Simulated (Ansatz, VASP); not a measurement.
## Two plane-wave programs on YbH3

The input POSCAR:

```
YbH3
1.0
    0.0000000000      2.6049710000      2.6049710000
    2.6049710000      0.0000000000      2.6049710000
    2.6049710000      2.6049710000      0.0000000000
Yb H
1 3
Direct
    0.0000000000      0.0000000000      0.0000000000
    0.7500000000      0.7500000000      0.7500000000
    0.2500000000      0.2500000000      0.2500000000
    0.5000000000      0.5000000000      0.5000000000
```

File INCAR.step1:

```
PREC = Accurate
ENCUT = 520
ISMEAR = -1
SIGMA = 0.15
LREAL = False
LASPH = True
NELM = 60
NBANDS = 22
GGA = PE
ALGO = Normal
EDIFF = 1E-4
LWAVE = True
LCHARG = False
```

The input INCAR.step2:

```
PREC = Accurate
ENCUT = 520
EDIFF = 1E-6
ISMEAR = -1
SIGMA = 0.15
LREAL = False
LASPH = True
NELM = 60
ALGO = Normal
ISIF = 2
LWAVE = False
LCHARG = False
METAGGA = R2SCAN
LMIXTAU = True
NBANDS = 22
ISTART = 1
```

Contents of KPOINTS:

```
regular mesh
0
Gamma
  8 8 8
```

Input for Ansatz:

```yaml
crystal:
  lattice:
    - [0.0, 2.604971, 2.604971]
    - [2.604971, 0.0, 2.604971]
    - [2.604971, 2.604971, 0.0]
  atoms:
    - { symbol: Yb, position: [0.0, 0.0, 0.0] }
    - { symbol: H, position: [0.75, 0.75, 0.75] }
    - { symbol: H, position: [0.25, 0.25, 0.25] }
    - { symbol: H, position: [0.5, 0.5, 0.5] }
basis:
  ecutwfc: 517.016338673772
kpoints:
  mp_grid:
    grid: [8, 8, 8]
hamiltonian:
  xc: r2scan
scf:
  occupations:
    method: fermi_dirac
    width: 0.15
output:
  stress: true
```

Alike in both runs: task single point; functional r2SCAN; k mesh 8 × 8 × 8; occupations fermi-dirac, width 0.15 eV; no spin polarisation.

```csv
,VASP,Ansatz
version,VASP 6.6.1,Ansatz 0.2.0
potentials or method,"VASP PAW PBE potentials, release 64 (Yb, H), cutoff 520 eV","plane waves, PAW"
valence electrons in the cell,27,27
```

|  | VASP | Ansatz | Ansatz less VASP |
| --- | --- | --- | --- |
| pressure (GPa) | -6.7 | -6.6 | +0.09 |

VASP's potentials were made for PBE, not for r2SCAN.

Spin-orbit coupling is off throughout.
